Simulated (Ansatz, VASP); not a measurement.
One calculation of KCl, two programs

Contents of POSCAR:

```
KCl
1.0
    3.8451315391      0.0000000000      0.0000000000
    0.0000000000      3.8451315391      0.0000000000
    0.0000000000      0.0000000000      3.8451315391
K Cl
1 1
Direct
    0.0000000000      0.0000000000      0.0000000000
    0.5000000000      0.5000000000      0.5000000000
```

Contents of INCAR.step1:

```
SYSTEM = KCl
  PREC = Accurate
  ENCUT = 520
  ISMEAR = 0
  SIGMA = 0.01
  LREAL = .False.
  LASPH = .True.
  NELM = 60
  NBANDS = 15
  GGA = PE
  ALGO = Normal
  EDIFF = 1E-4
  LWAVE = .True.
  LCHARG = .False.
```

File INCAR.step2:

```
SYSTEM = KCl
  PREC = Accurate
  ENCUT = 520
  EDIFF = 1E-6
  ISMEAR = 0
  SIGMA = 0.01
  LREAL = .False.
  LASPH = .True.
  NELM = 60
  ALGO = Normal
  ISIF = 2
  LWAVE = .False.
  LCHARG = .False.
  METAGGA = R2SCAN
  LMIXTAU = .True.
  NBANDS = 15
  ISTART = 1
```

Contents of KPOINTS:

```
Automatic mesh
0
Gamma
  6 6 6
  0 0 0
```

Input for Ansatz:

```yaml
crystal:
  lattice:
    - [3.8451315391, 0.0, 0.0]
    - [0.0, 3.8451315391, 0.0]
    - [0.0, 0.0, 3.8451315391]
  atoms:
    - { symbol: K, position: [0.0, 0.0, 0.0] }
    - { symbol: Cl, position: [0.5, 0.5, 0.5] }
kpoints:
  mp_grid: { grid: [6, 6, 6] }
hamiltonian:
  xc: r2scan
scf:
  occupations: { method: fixed }
  n_extra_bands: 4
output:
  forces: true
  stress: true
  eigenvalues: true
```

Alike in both runs: task single point; functional r2SCAN; k mesh 6 × 6 × 6; no spin polarisation.

```csv
,VASP,Ansatz
version,VASP 6.6.1,Ansatz 0.2.0
potentials or method,"VASP PAW PBE potentials, release 64 (K_sv, Cl)","plane waves, PAW"
plane-wave cutoff (eV),520,500
occupations,"gaussian, width 0.01 eV",fixed
valence electrons in the cell,16,16
```

```tsv
	VASP	Ansatz	Ansatz less VASP
gap on the k mesh at the Fermi level (eV)	5.54	5.53	-0.005
pressure (GPa)	-1.2	-1.2	+0.05
```

VASP's potentials were made for PBE, not for r2SCAN.
